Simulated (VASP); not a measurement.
# FeS2 (Pyrite) (Pa-3) in VASP: single point with PBE

Aim: the single point of FeS2 (Pyrite) with PBE.

Everything below comes from runs of VASP 6.6.1. Logs are shortened: lines on timing, memory, paths and dates and some standing lists are left out, and cuts for length are marked.

**1. The cell of the first run**

Symmetry: Pa-3, No. 205, cubic system. Conventional cell: a = 5.418 Å, b = 5.418 Å, c = 5.418 Å, α = 90.00°, β = 90.00°, γ = 90.00°. Fe (site symmetry -3) has 6 S at 2.26 Å within 3.0 Å. Within 2.9 Å of S (site symmetry 3) lie 1 S at 2.20 Å and 3 Fe at 2.26 Å.

**2. Single point, PBE, collinear spin, ferromagnetic start**

Contents of INCAR:

```
  ALGO = Normal
  EDIFF = 1E-6
  ENCUT = 600
  GGA = PE
  GGA_COMPAT = F
  ISIF = 2
  ISMEAR = -1
  ISPIN = 2
  KPAR = 4
  LASPH = T
  LCHARG = F
  LMAXMIX = 4
  LORBIT = 11
  LREAL = F
  LWAVE = F
  MAGMOM = 3 3 3 3 0 0 0 0 0 0 0 0
  NBANDS = 56
  NELM = 200
  PREC = Accurate
  SIGMA = 0.05
```

Contents of KPOINTS:

```
k-points
0
Gamma
  8 8 8
```

Contents of POSCAR:

```
FeS2
1.0
    5.4179000000      0.0000000000      0.0000000000
    0.0000000000      5.4179000000      0.0000000000
    0.0000000000      0.0000000000      5.4179000000
Fe S
4 8
Direct
    0.0000000000      0.0000000000      0.0000000000
    0.5000000000      0.0000000000      0.5000000000
    0.5000000000      0.5000000000      0.0000000000
    0.0000000000      0.5000000000      0.5000000000
    0.3827476170      0.3827476170      0.3827476170
    0.1172523830      0.6172523830      0.8827476170
    0.8827476170      0.1172523830      0.6172523830
    0.6172523830      0.8827476170      0.1172523830
    0.6172523830      0.6172523830      0.6172523830
    0.8827476170      0.3827476170      0.1172523830
    0.1172523830      0.8827476170      0.3827476170
    0.3827476170      0.1172523830      0.8827476170
```

Potentials or basis: VASP PAW PBE potentials, release 64 (Fe, S).

Launch:

```
$ cat potpaw_PBE.64/Fe/POTCAR potpaw_PBE.64/S/POTCAR > POTCAR
$ mpirun -np 4 vasp_std > vasp.out
```

OUTCAR:

```text
EDIFF = 1E-6
   ENCUT = 600
   GGA = PE
   ISIF = 2
   ISMEAR = -1
   ISPIN = 2
   LASPH = T
   LORBIT = 11
   LREAL = F
   NELM = 200
   PREC = Accurate

 ion  position               nearest neighbor table
   1  0.000  0.000  0.000-   6 2.26   7 2.26   8 2.26  10 2.26  11 2.26  12 2.26
   2  0.500  0.000  0.500-   5 2.26   7 2.26   8 2.26   9 2.26  11 2.26  12 2.26
   3  0.500  0.500  0.000-   5 2.26   6 2.26   8 2.26   9 2.26  10 2.26  12 2.26
   4  0.000  0.500  0.500-   5 2.26   6 2.26   7 2.26   9 2.26  10 2.26  11 2.26
   5  0.383  0.383  0.383-   9 2.20   3 2.26   4 2.26   2 2.26
   6  0.117  0.617  0.883-  10 2.20   3 2.26   4 2.26   1 2.26
   7  0.883  0.117  0.617-  11 2.20   2 2.26   4 2.26   1 2.26
   8  0.617  0.883  0.117-  12 2.20   2 2.26   3 2.26   1 2.26
   9  0.617  0.617  0.617-   5 2.20   3 2.26   4 2.26   2 2.26
  10  0.883  0.383  0.117-   6 2.20   3 2.26   4 2.26   1 2.26
  11  0.117  0.883  0.383-   7 2.20   2 2.26   4 2.26   1 2.26
  12  0.383  0.117  0.883-   8 2.20   2 2.26   3 2.26   1 2.26

  LATTYP: Found a simple cubic cell.
 ALAT       =     5.4179000000

  Lattice vectors:

 A1 = (   5.4179000000,   0.0000000000,   0.0000000000)
 A2 = (   0.0000000000,   5.4179000000,   0.0000000000)
 A3 = (   0.0000000000,   0.0000000000,   5.4179000000)

Analysis of symmetry for initial positions (statically):
=====================================================================
 Subroutine PRICEL returns:
 Original cell was already a primitive cell.

 Routine SETGRP: Setting up the symmetry group for a
 simple cubic supercell.

 Subroutine GETGRP returns: Found 24 space group operations
 (whereof  6 operations were pure point group operations)
 out of a pool of 48 trial point group operations.

The static configuration has the point symmetry S_6 .
 The point group associated with its full space group is T_h .

Analysis of symmetry for dynamics (positions and initial velocities):
=====================================================================
 Subroutine PRICEL returns:
 Original cell was already a primitive cell.

 Routine SETGRP: Setting up the symmetry group for a
 simple cubic supercell.

 Subroutine GETGRP returns: Found 24 space group operations
 (whereof  6 operations were pure point group operations)
 out of a pool of 48 trial point group operations.

The dynamic configuration has the point symmetry S_6 .
 The point group associated with its full space group is T_h .

Analysis of structural, dynamic, and magnetic symmetry:
=====================================================================
 Subroutine PRICEL returns:
 Original cell was already a primitive cell.

 Routine SETGRP: Setting up the symmetry group for a
 simple cubic supercell.

 Subroutine GETGRP returns: Found 24 space group operations
 (whereof  6 operations were pure point group operations)
 out of a pool of 48 trial point group operations.

The overall configuration has the point symmetry S_6 .
 The point group associated with its full space group is T_h .

 Subroutine INISYM returns: Found 24 space group operations
 (whereof  6 operations are pure point group operations),
 and found     1 'primitive' translations

----------------------------------------------------------------------------------------

                                     Primitive cell

  volume of cell :     159.0351

  direct lattice vectors                    reciprocal lattice vectors
     5.417900000  0.000000000  0.000000000     0.184573359  0.000000000  0.000000000
     0.000000000  5.417900000  0.000000000     0.000000000  0.184573359  0.000000000
     0.000000000  0.000000000  5.417900000     0.000000000  0.000000000  0.184573359

  length of vectors
     5.417900000  5.417900000  5.417900000     0.184573359  0.184573359  0.184573359

  position of ions in fractional coordinates (direct lattice)
     0.000000000  0.000000000  0.000000000
     0.500000000  0.000000000  0.500000000
     0.500000000  0.500000000  0.000000000
     0.000000000  0.500000000  0.500000000
     0.382747617  0.382747617  0.382747617
     0.117252383  0.617252383  0.882747617
     0.882747617  0.117252383  0.617252383
     0.617252383  0.882747617  0.117252383
     0.617252383  0.617252383  0.617252383
     0.882747617  0.382747617  0.117252383
     0.117252383  0.882747617  0.382747617
     0.382747617  0.117252383  0.882747617

  ion indices of the primitive-cell ions
   primitive index   ion index
                 1           1
                 2           2
                 3           3
                 4           4
                 5           5
                 6           6
                 7           7
                 8           8
                 9           9
                10          10
                11          11
[... 30 lines left out ...]
  0.000000  0.000000  0.000000      1.000000
  0.125000  0.000000  0.000000      6.000000
  0.250000  0.000000  0.000000      6.000000
  0.375000  0.000000  0.000000      6.000000
  0.500000  0.000000  0.000000      3.000000
  0.125000  0.125000  0.000000     12.000000
[... 16 lines left out ...]
  0.250000  0.125000  0.125000     24.000000
  0.375000  0.125000  0.125000     24.000000
 [... further k-points ...]
   k-points           NKPTS =     45   k-points in BZ     NKDIM =     45   number of bands    NBANDS=     56
   number of dos      NEDOS =    301   number of ions     NIONS =     12
   total plane-waves  NPLWV = 110592
   dimension x,y,z NGX =    48 NGY =   48 NGZ =   48
   dimension x,y,z NGXF=    96 NGYF=   96 NGZF=   96
   ions per type =               4   8
   NGX,Y,Z   is equivalent  to a cutoff of  14.73, 14.73, 14.73 a.u.
   NGXF,Y,Z  is equivalent  to a cutoff of  29.46, 29.46, 29.46 a.u.
 SYSTEM =  unknown system
   PREC   = accura    normal or accurate (medium, high low for compatibility)
   ISTART =      0    job   : 0-new  1-cont  2-samecut
   ICHARG =      2    charge: 1-file 2-atom 10-const
   ISPIN  =      2    spin polarized calculation?
   LNONCOLLINEAR =      F non collinear calculations
   LSORBIT =      F    spin-orbit coupling
   LASPH  =      T    aspherical Exc in radial PAW
   ENCUT  =  600.0 eV  44.10 Ry    6.64 a.u.  10.82 10.82 10.82*2*pi/ulx,y,z
   NELM   =    200;   NELMIN=  2; NELMDL= -5     # of ELM steps
   EDIFF  = 0.1E-05   stopping-criterion for ELM
   LREAL  =      F    real-space projection
   EDIFFG = 0.1E-04   stopping-criterion for IOM
   NSW    =      0    number of steps for IOM
   IBRION =     -1    ionic relax: 0-MD 1-quasi-New 2-CG
   NFREE  =      0    steps in history (QN), initial steepest desc. (CG)
   ISIF   =      2    stress and relaxation
   ISYM   =      2    0-nonsym 1-usesym 2-fastsym
   POTIM  = 0.5000    time-step for ionic-motion
   TEBEG  =    0.0;   TEEND  =   0.0 temperature during run
   PSTRESS=    0.0 pullay stress
   NELECT =      80.0000    total number of electrons
   NUPDOWN=      -1.0000    fix difference up-down
   EMIN   =  10.00;   EMAX   =-10.00  energy-range for DOS
   EFERMI =   0.00;   METHOD = LEGACY
   ISMEAR =    -1;   SIGMA  =   0.05  broadening in eV -4-tet -1-fermi 0-gaus
   EFERMI_NEDOS =   21; number of points for ismear=-14 and -15
   IALGO  =     38    algorithm
   IMIX   =      4    mixing-type and parameters
     AMIX     =   0.40;   BMIX     =  1.00
     AMIX_MAG =   1.60;   BMIX_MAG =  1.00
  volume/ion in A,a.u.               =      13.25        89.44
  Fermi-wavevector in a.u.,A,eV,Ry     =   1.301989  2.460402 23.064246  1.695174
  Thomas-Fermi vector in A             =   2.433086
   LORBIT       =     11    0 simple, 1 ext, 2 COOP (PROOUT), +10 PAW based schemes
   GGA     = PE    functional components
   LHFCALC =     F    Hartree Fock is set to
   AEXX    =    0.0000 exact exchange contribution
   IVDW    =     0    specifies the selected vdW correction
   LEPSILON=     F    determine dielectric tensor
   LRPA    =     F    only Hartree local field effects (RPA)
 spin polarized calculation
  energy-cutoff  :      600.00
  volume of cell :      159.04
 maximum number of plane-waves:      5400
 NGX is ok and might be reduce to    48
   NGX = 21   NGY = 21   NGZ = 21

 number of electron      79.9999996 magnetization      -0.0184140

 number of electron      79.9999996 magnetization       0.0014071

 Free energy of the ion-electron system (eV)
  ---------------------------------------------------
  ext. energy  EPLUGINS =         0.00000000
  ---------------------------------------------------
  free energy    TOTEN  =       -72.11533912 eV

  energy without entropy =      -72.11474729  energy(sigma->0) =      -72.11504321

 E-fermi :   8.1609     XC(G=0): -11.8920

 val. band max:        7.7988723583   @ k =   0.2500   0.1250   0.1250
 cond. band min:       8.2286320970   @ k =   0.0000   0.0000   0.0000
 fundamental gap:      0.4297597387
 Fermi energy:         8.1608732863

 spin component 1

 k-point     1 :       0.0000    0.0000    0.0000
  band No.  band energies     occupation
      1      -8.9145      1.00000
      2      -6.7105      1.00000
      3      -6.7105      1.00000
      4      -6.7105      1.00000
      5      -4.5364      1.00000
      6      -4.5364      1.00000
[... 1309 lines left out ...]
     51      11.1341      0.00000
     52      11.3127      0.00000

 [... further k-points ...]

 spin component 2

 k-point     1 :       0.0000    0.0000    0.0000
  band No.  band energies     occupation
      1      -8.9145      1.00000
      2      -6.7106      1.00000
      3      -6.7106      1.00000
      4      -6.7106      1.00000
      5      -4.5365      1.00000
      6      -4.5365      1.00000
[... 1309 lines left out ...]
     51      11.1342      0.00000
     52      11.3128      0.00000

 [... further k-points ...]

 [bands above 52 left out]

------------------------ aborting loop because EDIFF is reached ----------------------------------------

  FORCE on cell =-STRESS in cart. coord.  units (eV):
  Direction    XX          YY          ZZ          XY          YZ          ZX
  --------------------------------------------------------------------------------------
  -------------------------------------------------------------------------------------
  Total       -1.0950222     -1.0950222     -1.0950222      0.0000000      0.0000000      0.0000000
  in kB      -11.0316521    -11.0316521    -11.0316521      0.0000000      0.0000000      0.0000000
  external PRESSURE =     -11.0316521 kB  Pullay stress =       0.0000000 kB

 VOLUME and BASIS-vectors are now :
 -----------------------------------------------------------------------------
  energy-cutoff  :      600.00
  volume of cell :      159.04
      direct lattice vectors                 reciprocal lattice vectors
     5.417900000  0.000000000  0.000000000     0.184573359  0.000000000  0.000000000
     0.000000000  5.417900000  0.000000000     0.000000000  0.184573359  0.000000000
     0.000000000  0.000000000  5.417900000     0.000000000  0.000000000  0.184573359

 POSITION                                       TOTAL-FORCE (eV/Angst)
 -----------------------------------------------------------------------------------
      0.00000      0.00000      0.00000         0.000000      0.000000     -0.000000
      2.70895      0.00000      2.70895         0.000000      0.000000     -0.000000
      2.70895      2.70895      0.00000         0.000000      0.000000     -0.000000
      0.00000      2.70895      2.70895         0.000000      0.000000     -0.000000
      2.07369      2.07369      2.07369         0.043850      0.043850      0.043850
      0.63526      3.34421      4.78264        -0.043850     -0.043850      0.043850
      4.78264      0.63526      3.34421         0.043850     -0.043850     -0.043850
      3.34421      4.78264      0.63526        -0.043850      0.043850     -0.043850
      3.34421      3.34421      3.34421        -0.043850     -0.043850     -0.043850
      4.78264      2.07369      0.63526         0.043850      0.043850     -0.043850
      0.63526      4.78264      2.07369        -0.043850      0.043850      0.043850
      2.07369      0.63526      4.78264         0.043850     -0.043850      0.043850
 -----------------------------------------------------------------------------------
    total drift:                                0.000000      0.000000      0.000000

  FREE ENERGIE OF THE ION-ELECTRON SYSTEM (eV)
  ---------------------------------------------------
  free  energy   TOTEN  =       -72.1153391249 eV

  energy  without entropy=      -72.1147472941  energy(sigma->0) =      -72.11504321

 total charge

# of ion       s       p       d       tot
------------------------------------------
    1        0.424   0.629   6.489   7.543
    2        0.424   0.629   6.489   7.543
    3        0.424   0.629   6.489   7.543
    4        0.424   0.629   6.489   7.543
    5        1.349   2.290   0.000   3.639
    6        1.349   2.290   0.000   3.639
    7        1.349   2.290   0.000   3.639
    8        1.349   2.290   0.000   3.639
    9        1.349   2.290   0.000   3.639
   10        1.349   2.290   0.000   3.639
   11        1.349   2.290   0.000   3.639
   12        1.349   2.290   0.000   3.639
--------------------------------------------------
tot         12.488  20.841  25.958  59.287

 magnetization (x)

# of ion       s       p       d       tot
------------------------------------------
    1        0.000   0.000   0.000   0.000
    2        0.000   0.000   0.000   0.000
    3        0.000   0.000   0.000   0.000
    4        0.000   0.000   0.000   0.000
    5       -0.000  -0.000   0.000  -0.000
    6       -0.000  -0.000   0.000  -0.000
    7       -0.000  -0.000   0.000  -0.000
    8       -0.000  -0.000   0.000  -0.000
    9       -0.000  -0.000   0.000  -0.000
   10       -0.000  -0.000   0.000  -0.000
   11       -0.000  -0.000   0.000  -0.000
   12       -0.000  -0.000   0.000  -0.000
--------------------------------------------------
tot         -0.000  -0.000   0.000   0.000
```

It took 7.4 min on 4 MPI ranks of Intel Xeon Platinum 8488C (Sapphire Rapids), shared host; peak memory 0.86 GiB.

What came out:

| Property | Result |
| --- | --- |
| Free energy | -72.1153 eV |
| Pressure | -1.1 GPa |
| Largest force | 0.076 eV/Å |
| Band gap on the k mesh | 0.43 eV, indirect (least direct gap 0.47 eV) |
| Net moment | 0.00 μB per cell |
| Valence electrons inside the program's atomic spheres | Fe 7.54; S 3.64 |

Forces on the atoms (eV/Å):
```
Fe   0.000  0.000  0.000
Fe   0.000  0.000  0.000
Fe   0.000  0.000  0.000
Fe   0.000  0.000  0.000
S    0.044  0.044  0.044
S   -0.044 -0.044  0.044
S    0.044 -0.044 -0.044
S   -0.044  0.044 -0.044
S   -0.044 -0.044 -0.044
S    0.044  0.044 -0.044
S   -0.044  0.044  0.044
S    0.044 -0.044  0.044
```

Levels at points of the mesh, in eV from the valence-band top:
Spin up:
| k point | band 38 | band 39 | band 40 | band 41 | band 42 | band 43 |
| --- | --- | --- | --- | --- | --- | --- |
| (0.00, 0.00, 0.00) | -0.27 | -0.27 | -0.04 | 0.43 | 1.50 | 1.50 |
| (0.50, 0.00, 0.00) | -0.13 | 0.00 | 0.00 | 1.55 | 1.55 | 1.65 |
| (0.50, 0.50, 0.00) | -0.13 | -0.13 | -0.13 | 1.81 | 1.81 | 1.81 |
| (0.50, 0.50, 0.50) | -0.35 | -0.35 | -0.35 | 1.44 | 1.44 | 1.44 |
Spin down:
```
           k point  band 37  band 38  band 39  band 40  band 41  band 42  band 43  band 44
(0.00, 0.00, 0.00)    -0.27    -0.27    -0.27    -0.04     0.43     1.50     1.50     1.50
(0.50, 0.00, 0.00)    -0.13    -0.13     0.00     0.00     1.55     1.55     1.65     1.65
(0.50, 0.50, 0.00)    -0.13    -0.13    -0.13    -0.13     1.81     1.81     1.81     1.81
(0.50, 0.50, 0.50)    -0.35    -0.35    -0.35    -0.35     1.44     1.44     1.44     1.44
```

Caveat: the starting moments collapsed, and a magnetic state may lie lower.
